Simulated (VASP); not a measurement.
# LiTa4O (P6/mmm) in VASP: further runs, part 2 of 3

VASP 6.6.1. The steps go on from the part before.

## 4. Relaxation of cell and atoms, PBE

The input, INCAR:

```
PREC = Accurate
ENCUT = 600
EDIFF = 1E-6
ISMEAR = 0
SIGMA = 0.1
LREAL = F
LASPH = T
NELM = 100
ALGO = Normal
ISIF = 3
LWAVE = F
LCHARG = F
GGA = PE
IBRION = 2
NSW = 90
EDIFFG = -0.04
```

The input, KPOINTS:

```
regular mesh
0
Gamma
  6 6 4
```

The input, POSCAR:

```
LiTa4O
1.0
    3.4264166200      0.0000000000      0.0000000000
   -1.7132083100      2.9673638400      0.0000000000
    0.0000000000      0.0000000000      7.1228368200
Li Ta O
1 4 1
Direct
    0.0000000000      0.0000000000      0.5000000000
    0.3333333300      0.6666666700      0.7432699200
    0.3333333300      0.6666666700      0.2567300800
    0.6666666700      0.3333333300      0.7432699200
    0.6666666700      0.3333333300      0.2567300800
    0.0000000000      0.0000000000      0.0000000000
```

Potentials or basis: VASP PAW PBE potentials, release 64 (Li_sv, Ta_pv, O).

Run with:

```sh
$ cat potpaw_PBE.64/Li_sv/POTCAR potpaw_PBE.64/Ta_pv/POTCAR potpaw_PBE.64/O/POTCAR > POTCAR
$ mpirun -np 1 vasp_std > vasp.out
```

OUTCAR:

```text
PREC = Accurate
   ENCUT = 600
   EDIFF = 1E-6
   ISMEAR = 0
   LREAL = F
   LASPH = T
   NELM = 100
   ISIF = 3
   GGA = PE
   IBRION = 2
   NSW = 90
   EDIFFG = -0.04

 ion  position               nearest neighbor table
   1  0.000  0.000  0.500-   2 2.63   3 2.63   4 2.63   5 2.63   4 2.63   5 2.63   2 2.63   3 2.63
                             4 2.63   5 2.63   2 2.63   3 2.63
   2  0.333  0.667  0.743-   4 1.98   4 1.98   4 1.98   1 2.63   1 2.63   1 2.63   6 2.69   6 2.69
                             6 2.69   3 3.47
   3  0.333  0.667  0.257-   5 1.98   5 1.98   5 1.98   1 2.63   1 2.63   1 2.63   6 2.69   6 2.69
                             6 2.69   2 3.47
   4  0.667  0.333  0.743-   2 1.98   2 1.98   2 1.98   1 2.63   1 2.63   1 2.63   6 2.69   6 2.69
                             6 2.69   5 3.47
   5  0.667  0.333  0.257-   3 1.98   3 1.98   3 1.98   1 2.63   1 2.63   1 2.63   6 2.69   6 2.69
                             6 2.69   4 3.47
   6  0.000  0.000  0.000-   2 2.69   3 2.69   4 2.69   5 2.69   4 2.69   5 2.69   2 2.69   3 2.69
                             4 2.69   5 2.69   2 2.69   3 2.69

  LATTYP: Found a hexagonal cell.
 ALAT       =     3.4264166200
 C/A-ratio  =     2.0788005692

  Lattice vectors:

 A1 = (   3.4264166200,   0.0000000000,   0.0000000000)
 A2 = (  -1.7132083100,   2.9673638400,   0.0000000000)
 A3 = (   0.0000000000,   0.0000000000,   7.1228368200)

Analysis of symmetry for initial positions (statically):
=====================================================================
 Subroutine PRICEL returns:
 Original cell was already a primitive cell.

 Routine SETGRP: Setting up the symmetry group for a
 hexagonal supercell.

 Subroutine GETGRP returns: Found 24 space group operations
 (whereof 24 operations were pure point group operations)
 out of a pool of 24 trial point group operations.

The static configuration has the point symmetry D_6h.

Analysis of symmetry for dynamics (positions and initial velocities):
=====================================================================
[... 128 lines left out ...]
   EFERMI =   0.00;   METHOD = LEGACY
   ISMEAR =     0;   SIGMA  =   0.10  broadening in eV -4-tet -1-fermi 0-gaus
   EFERMI_NEDOS =   21; number of points for ismear=-14 and -15
   IALGO  =     38    algorithm
   IMIX   =      4    mixing-type and parameters
     AMIX     =   0.40;   BMIX     =  1.00
     AMIX_MAG =   1.60;   BMIX_MAG =  1.00
  volume/ion in A,a.u.               =      12.07        81.45
  Fermi-wavevector in a.u.,A,eV,Ry     =   1.475295  2.787903 29.613007  2.176495
  Thomas-Fermi vector in A             =   2.589961
   LORBIT       =      0    0 simple, 1 ext, 2 COOP (PROOUT), +10 PAW based schemes
   GGA     = PE    functional components
   LHFCALC =     F    Hartree Fock is set to
   AEXX    =    0.0000 exact exchange contribution
   IVDW    =     0    specifies the selected vdW correction
   LEPSILON=     F    determine dielectric tensor
   LRPA    =     F    only Hartree local field effects (RPA)
 conjugate gradient relaxation of ions
 non-spin polarized calculation
 Gauss-broadening in eV      SIGMA  =   0.10
  energy-cutoff  :      600.00
  volume of cell :       72.42
 maximum number of plane-waves:      2439
 NGX is ok and might be reduce to    28
   NGX = 13   NGY = 13   NGZ = 29

--------------------------------------- Ionic step        1  -------------------------------------------

 number of electron      53.0000001 magnetization

 Free energy of the ion-electron system (eV)
  ---------------------------------------------------
  ext. energy  EPLUGINS =         0.00000000
  ---------------------------------------------------
  free energy    TOTEN  =       -23.33557354 eV

  energy without entropy =      -23.31764676  energy(sigma->0) =      -23.32661015

------------------------ aborting loop because EDIFF is reached ----------------------------------------

  FORCE on cell =-STRESS in cart. coord.  units (eV):
  Direction    XX          YY          ZZ          XY          YZ          ZX
  --------------------------------------------------------------------------------------
  -------------------------------------------------------------------------------------
  Total      106.7314521    106.7314523      3.9876069      0.0000000      0.0000000     -0.0000000
  in kB     2361.2340505   2361.2340555     88.2183559      0.0000000      0.0000000     -0.0000000
  external PRESSURE =    1603.5621540 kB  Pullay stress =       0.0000000 kB
[... 1546 lines left out ...]
     30       4.3159      0.00000
     31       4.3159      0.00000

[... ionic steps 4 to 13 ...]

--------------------------------------- Ionic step       14  -------------------------------------------

 number of electron      52.9999965 magnetization

------------------------ aborting loop because EDIFF is reached ----------------------------------------
[... 75 lines left out ...]
--------------------------------------- Ionic step       16  -------------------------------------------

 number of electron      52.9999991 magnetization

 Free energy of the ion-electron system (eV)
  ---------------------------------------------------
  ext. energy  EPLUGINS =         0.00000000
  ---------------------------------------------------
  free energy    TOTEN  =       -49.02201977 eV

  energy without entropy =      -48.98809101  energy(sigma->0) =      -49.00505539

 E-fermi :   4.2561     XC(G=0): -11.4861

 val. band max:        4.2222736754   @ k =   0.3333   0.0000   0.0000
 cond. band min:       4.2694472230   @ k =   0.1667   0.0000   0.0000
 fundamental gap:      0.0471735476
 Fermi energy:         4.2560785023
[... 745 lines left out ...]
  FREE ENERGIE OF THE ION-ELECTRON SYSTEM (eV)
  ---------------------------------------------------
  free  energy   TOTEN  =       -49.0220197736 eV

  energy  without entropy=      -48.9880910144  energy(sigma->0) =      -49.00505539

 reached required accuracy - stopping structural energy minimisation
```

OSZICAR:

```text
N       E                     dE             d eps       ncg     rms          rms(c)
DAV:   1     0.625124826518E+03    0.62512E+03   -0.32261E+04  1302   0.207E+03
DAV:   2     0.155568621165E+02   -0.60957E+03   -0.59894E+03  1410   0.580E+02
[... 299 lines left out ...]
DAV:   2    -0.490226653864E+02   -0.21810E-02   -0.45254E-02  1394   0.139E+00    0.162E-01
DAV:   3    -0.490223126869E+02    0.35270E-03   -0.43738E-03  1777   0.335E-01    0.136E-01
DAV:   4    -0.490220345754E+02    0.27811E-03   -0.17885E-03  1730   0.180E-01    0.480E-02
DAV:   5    -0.490220202928E+02    0.14283E-04   -0.13341E-04  1547   0.618E-02    0.288E-02
DAV:   6    -0.490220230311E+02   -0.27383E-05   -0.90583E-05  1543   0.519E-02    0.150E-02
DAV:   7    -0.490220198044E+02    0.32267E-05   -0.15220E-05  1550   0.223E-02    0.467E-03
DAV:   8    -0.490220197736E+02    0.30835E-07   -0.38517E-06  1241   0.107E-02
  16 F= -.49022020E+02 E0= -.49005055E+02  d E =-.132649E-02
```

CONTCAR:

```text
LiTa4O
   1.00000000000000
     4.6223058802288541    0.0000000000000000   -0.0000000000000000
    -2.3111529401144271    4.0030343228673875   -0.0000000000000000
     0.0000000000000000    0.0000000000000000    5.4155948422563629
  Li              Ta              O
     1     4     1
Direct
     0.0000000000000000    0.0000000000000000    0.5000000000000000
     0.3333333300000021    0.6666666699999979    0.7459368691987577
     0.3333333300000021    0.6666666699999979    0.2540631308012423
     0.6666666699999979    0.3333333300000021    0.7459368691987577
     0.6666666699999979    0.3333333300000021    0.2540631308012423
     0.0000000000000000    0.0000000000000000    1.0000000000000000

  0.00000000E+00  0.00000000E+00  0.00000000E+00
  0.00000000E+00  0.00000000E+00  0.00000000E+00
  0.00000000E+00  0.00000000E+00  0.00000000E+00
  0.00000000E+00  0.00000000E+00  0.00000000E+00
  0.00000000E+00  0.00000000E+00  0.00000000E+00
  0.00000000E+00  0.00000000E+00  0.00000000E+00
```

Run time: 13 min. Hardware: 1 thread of AMD EPYC 9R45 (Zen 5), shared host; peak memory 0.22 GiB.

What came out:

```
Free energy                           : -49.0220 eV
Relaxed volume                        : 16.70 Å³/atom
Relaxed cell                          : a = 4.622 Å, b = 4.622 Å, c = 5.416 Å, α = 90.00°, β = 90.00°, γ = 120.00°
Space group after relaxing (to 0.1 Å) : P6/mmm (No. 191)
Pressure after relaxing               : -0.1 GPa
Largest force after relaxing          : 0.029 eV/Å
Band gap on the k mesh                : zero (an odd number of electrons rules out a gap without spin polarisation)
```

Forces in eV/Å, atoms in the order of the input:
```
Li   0.000  0.000  0.000
Ta   0.000  0.000 -0.029
Ta   0.000  0.000  0.029
Ta   0.000  0.000 -0.029
Ta   0.000  0.000  0.029
O    0.000  0.000  0.000
```

Stress tensor (GPa, compression positive):
```
-0.03  0.00  0.00
 0.00 -0.03  0.00
 0.00  0.00 -0.26
```

Final structure:
```yaml
crystal:
  lattice:
    - [4.62231, 0.00000, 0.00000]
    - [-2.31115, 4.00303, 0.00000]
    - [0.00000, 0.00000, 5.41559]
  atoms:
    - { symbol: Li, position: [0.00000, 0.00000, 0.50000] }
    - { symbol: Ta, position: [0.33333, 0.66667, 0.74594] }
    - { symbol: Ta, position: [0.33333, 0.66667, 0.25406] }
    - { symbol: Ta, position: [0.66667, 0.33333, 0.74594] }
    - { symbol: Ta, position: [0.66667, 0.33333, 0.25406] }
    - { symbol: O, position: [0.00000, 0.00000, 0.00000] }
```

Caveat: the cutoff is under 1.25 times the usual one of these potentials, so pressure, stress and relaxed cells hold a basis-set (Pulay) error; the volume moved by over 15 % at a fixed basis, so the end points are rough; spin-orbit coupling is left out, which moves the levels of the heavy elements; an odd number of electrons without spin polarisation forces a metal; a magnetic or distorted state may lie lower.

## 5. Single point, PBE, collinear spin

The input, INCAR:

```
SYSTEM = LiTa4O
PREC = Accurate ; ENCUT = 520
EDIFF = 1E-6 ; ISMEAR = 0
SIGMA = 0.1 ; LREAL = .FALSE.
LASPH = .TRUE. ; NELM = 150
ALGO = Normal ; ISIF = 2
LWAVE = .FALSE. ; LCHARG = .FALSE.
ISPIN = 2 ; MAGMOM = 0 1 1 1 1 0
LORBIT = 11 ; LMAXMIX = 4
GGA = PE ; NBANDS = 40
```

The input, KPOINTS:

```
regular mesh
0
G
  6 6 4
  0 0 0
```

POSCAR is that of step 4.

Potentials or basis: VASP PAW PBE potentials, release 64 (Li_sv, Ta_pv, O).

Run with:

```sh
$ cat potpaw_PBE.64/Li_sv/POTCAR potpaw_PBE.64/Ta_pv/POTCAR potpaw_PBE.64/O/POTCAR > POTCAR
$ mpirun -np 1 vasp_std > vasp.out
```

OUTCAR:

```text
SYSTEM = LiTa4O
   PREC = Accurate
   ENCUT = 520
   EDIFF = 1E-6
   ISMEAR = 0
   LREAL = .FALSE.
   LASPH = .TRUE.
   NELM = 150
   ISIF = 2
   ISPIN = 2
   LORBIT = 11
   GGA = PE

 ion  position               nearest neighbor table
   1  0.000  0.000  0.500-   2 2.63   3 2.63   4 2.63   5 2.63   4 2.63   5 2.63   2 2.63   3 2.63
                             4 2.63   5 2.63   2 2.63   3 2.63
   2  0.333  0.667  0.743-   4 1.98   4 1.98   4 1.98   1 2.63   1 2.63   1 2.63   6 2.69   6 2.69
                             6 2.69   3 3.47
   3  0.333  0.667  0.257-   5 1.98   5 1.98   5 1.98   1 2.63   1 2.63   1 2.63   6 2.69   6 2.69
                             6 2.69   2 3.47
   4  0.667  0.333  0.743-   2 1.98   2 1.98   2 1.98   1 2.63   1 2.63   1 2.63   6 2.69   6 2.69
                             6 2.69   5 3.47
   5  0.667  0.333  0.257-   3 1.98   3 1.98   3 1.98   1 2.63   1 2.63   1 2.63   6 2.69   6 2.69
                             6 2.69   4 3.47
   6  0.000  0.000  0.000-   2 2.69   3 2.69   4 2.69   5 2.69   4 2.69   5 2.69   2 2.69   3 2.69
                             4 2.69   5 2.69   2 2.69   3 2.69

  LATTYP: Found a hexagonal cell.
 ALAT       =     3.4264166200
 C/A-ratio  =     2.0788005692

  Lattice vectors:

 A1 = (   3.4264166200,   0.0000000000,   0.0000000000)
 A2 = (  -1.7132083100,   2.9673638400,   0.0000000000)
 A3 = (   0.0000000000,   0.0000000000,   7.1228368200)

Analysis of symmetry for initial positions (statically):
=====================================================================
 Subroutine PRICEL returns:
 Original cell was already a primitive cell.

 Routine SETGRP: Setting up the symmetry group for a
 hexagonal supercell.

 Subroutine GETGRP returns: Found 24 space group operations
 (whereof 24 operations were pure point group operations)
 out of a pool of 24 trial point group operations.

The static configuration has the point symmetry D_6h.

Analysis of symmetry for dynamics (positions and initial velocities):
[... 186 lines left out ...]

 spin component 1

 k-point     1 :       0.0000    0.0000    0.0000
  band No.  band energies     occupation
      1     -38.1704      1.00000
      2     -31.3921      1.00000
      3     -31.3921      1.00000
      4     -31.3844      1.00000
      5     -31.3844      1.00000
      6     -28.3336      1.00000
[... 850 lines left out ...]
     37      13.7911      0.00000
     38      15.2209      0.00000
 Fermi energy:         6.9349539819

 spin component 2

 k-point     1 :       0.0000    0.0000    0.0000
  band No.  band energies     occupation
      1     -38.1704      1.00000
      2     -31.3921      1.00000
      3     -31.3921      1.00000
      4     -31.3844      1.00000
      5     -31.3844      1.00000
      6     -28.3336      1.00000
[... 850 lines left out ...]
     37      13.7911      0.00000
     38      15.2208      0.00000
 [bands above 38 left out]

------------------------ aborting loop because EDIFF is reached ----------------------------------------

  FORCE on cell =-STRESS in cart. coord.  units (eV):
  Direction    XX          YY          ZZ          XY          YZ          ZX
  --------------------------------------------------------------------------------------
  -------------------------------------------------------------------------------------
  Total      106.7358047    106.7358049      4.0022924      0.0000000      0.0000000     -0.0000000
  in kB     2361.3303439   2361.3303488     88.5432450      0.0000000      0.0000000     -0.0000000
  external PRESSURE =    1603.7346459 kB  Pullay stress =       0.0000000 kB

 VOLUME and BASIS-vectors are now :
 -----------------------------------------------------------------------------
  energy-cutoff  :      520.00
  volume of cell :       72.42
      direct lattice vectors                 reciprocal lattice vectors
     3.426416620  0.000000000  0.000000000     0.291850090  0.168499728  0.000000000
    -1.713208310  2.967363840  0.000000000     0.000000000  0.336999456  0.000000000
     0.000000000  0.000000000  7.122836820     0.000000000  0.000000000  0.140393501

 POSITION                                       TOTAL-FORCE (eV/Angst)
 -----------------------------------------------------------------------------------
      0.00000      0.00000      3.56142         0.000000      0.000000     -0.000000
     -0.00000      1.97824      5.29419        -0.000000      0.000000     -0.117718
     -0.00000      1.97824      1.82865         0.000000      0.000000      0.117718
      1.71321      0.98912      5.29419        -0.000000      0.000000     -0.117718
      1.71321      0.98912      1.82865        -0.000000      0.000000      0.117718
      0.00000      0.00000      0.00000         0.000000      0.000000     -0.000000
 -----------------------------------------------------------------------------------
    total drift:                                0.000000      0.000000     -0.000000

  FREE ENERGIE OF THE ION-ELECTRON SYSTEM (eV)
  ---------------------------------------------------
  free  energy   TOTEN  =       -23.3329247552 eV

  energy  without entropy=      -23.3149924845  energy(sigma->0) =      -23.32395862

 total charge

# of ion       s       p       d       tot
------------------------------------------
    1        2.067   0.156   0.000   2.223
    2        0.361   6.213   3.873  10.448
    3        0.361   6.213   3.873  10.448
    4        0.361   6.213   3.873  10.448
    5        0.361   6.213   3.873  10.448
    6        1.608   3.255   0.000   4.863
--------------------------------------------------
tot          5.121  28.263  15.492  48.876

 magnetization (x)

# of ion       s       p       d       tot
------------------------------------------
    1        0.000   0.000   0.000   0.000
    2       -0.000  -0.000  -0.000  -0.000
    3       -0.000  -0.000  -0.000  -0.000
    4       -0.000  -0.000  -0.000  -0.000
    5       -0.000  -0.000  -0.000  -0.000
    6       -0.000   0.000   0.000   0.000
--------------------------------------------------
tot         -0.000   0.000  -0.000  -0.000
```

OSZICAR:

```text
N       E                     dE             d eps       ncg     rms          rms(c)
DAV:   1     0.590622727228E+03    0.59062E+03   -0.28195E+04  3360   0.145E+03
DAV:   2     0.743646579895E+01   -0.58319E+03   -0.55673E+03  3672   0.450E+02
DAV:   3    -0.240906977543E+02   -0.31527E+02   -0.30742E+02  4608   0.974E+01
DAV:   4    -0.257845102437E+02   -0.16938E+01   -0.16745E+01  4968   0.147E+01
DAV:   5    -0.258156873173E+02   -0.31177E-01   -0.31176E-01  4288   0.164E+00    0.594E+01
DAV:   6    -0.236312911070E+02    0.21844E+01   -0.38966E+00  3512   0.969E+00    0.353E+01
DAV:   7    -0.234451714473E+02    0.18612E+00   -0.29519E+00  3880   0.810E+00    0.846E+00
DAV:   8    -0.233552795256E+02    0.89892E-01   -0.40505E-01  4048   0.406E+00    0.209E+00
DAV:   9    -0.233368005160E+02    0.18479E-01   -0.60571E-02  3840   0.127E+00    0.678E-01
DAV:  10    -0.233332795992E+02    0.35209E-02   -0.13937E-02  3936   0.559E-01    0.274E-01
DAV:  11    -0.233330702159E+02    0.20938E-03   -0.15433E-03  4600   0.238E-01    0.103E-01
DAV:  12    -0.233329240903E+02    0.14613E-03   -0.26062E-04  4184   0.101E-01    0.438E-02
DAV:  13    -0.233329242519E+02   -0.16156E-06   -0.41556E-05  3840   0.344E-02    0.926E-03
DAV:  14    -0.233329247552E+02   -0.50331E-06   -0.71876E-06  3800   0.120E-02
   1 F= -.23332925E+02 E0= -.23323959E+02  d E =-.179323E-01  mag=    -0.0001
```

stdout:

```text
POSCAR found type information on POSCAR LiTaO
 POSCAR found :  3 types and       6 ions
 scaLAPACK will be used
 LDA part: xc-table for (Slater+PW92), standard interpolation
 POSCAR, INCAR and KPOINTS ok, starting setup
 FFT: planning ... GRIDC
 FFT: planning ... GRID_SOFT
 FFT: planning ... GRID
 WAVECAR not read
 entering main loop
```

Wall time 87 s (1 thread of AMD EPYC 9R45 (Zen 5), shared host); peak memory 0.25 GiB.

Results:

```
Free energy                                           : -23.3329 eV
Largest force                                         : 0.118 eV/Å
Net moment                                            : 0.00 μB per cell
Valence electrons inside the program's atomic spheres : Li 2.22; Ta 10.45; O 4.86
```

Forces in eV/Å, atoms in the order of the input:
```
Li   0.000  0.000  0.000
Ta   0.000  0.000 -0.118
Ta   0.000  0.000  0.118
Ta   0.000  0.000 -0.118
Ta   0.000  0.000  0.118
O    0.000  0.000  0.000
```

Caveat: the cutoff is under 1.25 times the usual one of these potentials, so pressure, stress and relaxed cells hold a basis-set (Pulay) error; atoms lie so close that the PAW spheres overlap strongly, which falsifies energies and pressures; spin-orbit coupling is left out, which moves the levels of the heavy elements.

[end of part 2 of 3]
